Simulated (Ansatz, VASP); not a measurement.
**Two plane-wave programs on Ru**

```
Ru
1.0
     0.00000    2.78119    2.78119
     2.78119    0.00000    2.78119
     2.78119    2.78119    0.00000
Ru
2
Direct
  0.12500 0.12500 0.12500
  0.87500 0.87500 0.87500
```

Alike in both runs: task single point; functional LDA; k mesh 11 × 11 × 11; occupations fermi-dirac, width 0.1 eV; no spin polarisation.

|  | VASP | Ansatz |
| --- | --- | --- |
| version | VASP 6.6.1 | Ansatz 0.2.0 |
| potentials or method | VASP PAW LDA potentials, release 64 (Ru_pv), cutoff 520 eV | plane waves (420 eV) with PAW, scalar-relativistic |
| valence electrons in the cell | 28 | 32 |

Ansatz gave:

* pressure (GPa): -16.8

Question: Which values does VASP return?

Answer: Pressure (GPa): -16.3.

Ansatz warns that its potentials were made for another functional, while VASP's fit it. LDA's correlation is that of Perdew and Zunger in VASP and of Perdew and Wang (1992) in Ansatz. VASP's potentials hold 28 valence electrons a cell and Ansatz's 32, so a difference there can come from the potentials and not from the codes.
